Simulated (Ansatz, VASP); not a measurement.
## AlN in VASP and in Ansatz

File POSCAR:

```
AlN
1.0
    0.0000000000      2.2127336128      2.2127336128
    2.2127336128      0.0000000000      2.2127336128
    2.2127336128      2.2127336128      0.0000000000
Al N
1 1
Direct
    0.0000000000      0.0000000000      0.0000000000
    0.2500000000      0.2500000000      0.2500000000
```

Contents of INCAR.step1:

```
PREC     = Accurate       # precision mode
ENCUT    = 520            # plane-wave cutoff, eV
EDIFF    = 1E-5           # SCF threshold, eV
ISMEAR   = -1             # smearing method
SIGMA    = 0.05           # smearing width, eV
LREAL    = F              # projectors in reciprocal space
LASPH    = T              # aspherical terms in the spheres
NELM     = 80             # most SCF steps
ALGO     = Normal         # electronic algorithm
ISIF     = 2              # what is computed and relaxed
LWAVE    = T              # write WAVECAR
NBANDS   = 11             # bands
GGA      = PE             # functional
```

File INCAR.step2:

```
PREC     = Accurate       # precision mode
ENCUT    = 520            # plane-wave cutoff, eV
EDIFF    = 1E-7           # SCF threshold, eV
ISMEAR   = -1             # smearing method
SIGMA    = 0.05           # smearing width, eV
LREAL    = F              # projectors in reciprocal space
LASPH    = T              # aspherical terms in the spheres
NELM     = 80             # most SCF steps
ALGO     = Normal         # electronic algorithm
ISIF     = 2              # what is computed and relaxed
LWAVE    = F              # write WAVECAR
LCHARG   = T              # write CHGCAR
GGA      = B5             # functional
LHFCALC  = T              # exact exchange
AEXX     = 0.5            # exact-exchange fraction
ALDAX    = 0.5          
AGGAX    = 0.5          
AGGAC    = 1.0          
ALDAC    = 0.0          
PRECFOCK = Normal       
LELF     = T              # ELF
LVHAR    = T            
NBANDS   = 11             # bands
ISTART   = 1
```

KPOINTS

```
Automatic mesh
0
Gamma
  5 5 5
```

File input.yaml:

```yaml
crystal:
  lattice:
    - [0.0, 2.2127336128, 2.2127336128]
    - [2.2127336128, 0.0, 2.2127336128]
    - [2.2127336128, 2.2127336128, 0.0]
  atoms:
    - { symbol: Al, position: [0.0, 0.0, 0.0] }
    - { symbol: "N", position: [0.25, 0.25, 0.25] }
hamiltonian:
  xc: { name: BHLYP }
  pseudopotentials: { kind: paw }
kpoints:
  mp_grid: { grid: [5, 5, 5] }
scf:
  occupations: { method: fermi_dirac, width: 0.05 }
output:
  forces: true
  stress: true
  eigenvalues: true
  write_density: true
  write_potential: true
  elf: true
  volumetric_format: npy
```

Alike in both runs: task single point; functional BHLYP; k mesh 5 × 5 × 5; occupations fermi-dirac, width 0.05 eV; no spin polarisation.

|  | VASP | Ansatz |
| --- | --- | --- |
| version | VASP 6.6.1 | Ansatz 0.2.0 |
| potentials or method | VASP PAW PBE potentials, release 64 (Al, N) | Ansatz PAW |
| plane-wave cutoff (eV) | 520 | 420 |
| valence electrons in the cell | 8 | 8 |

Ansatz gave:

```
gap on the k mesh at the Fermi level (eV) : 8.29
least direct gap on the mesh (eV)         : 8.43
pressure (GPa)                            : -10.7
```

Problem. Estimate VASP's values.

Solution. gap on the k mesh at the Fermi level (eV): 8.33; least direct gap on the mesh (eV): 8.40; pressure (GPa): -10.3.

VASP's potentials were made for PBE, not for BHLYP.

The k mesh is coarse, so the values compare programs but aren't converged. Noted on Ansatz's run: odd divisions of the mesh miss points on the zone boundary, where band edges often lie, so the gap on the mesh can be too wide.
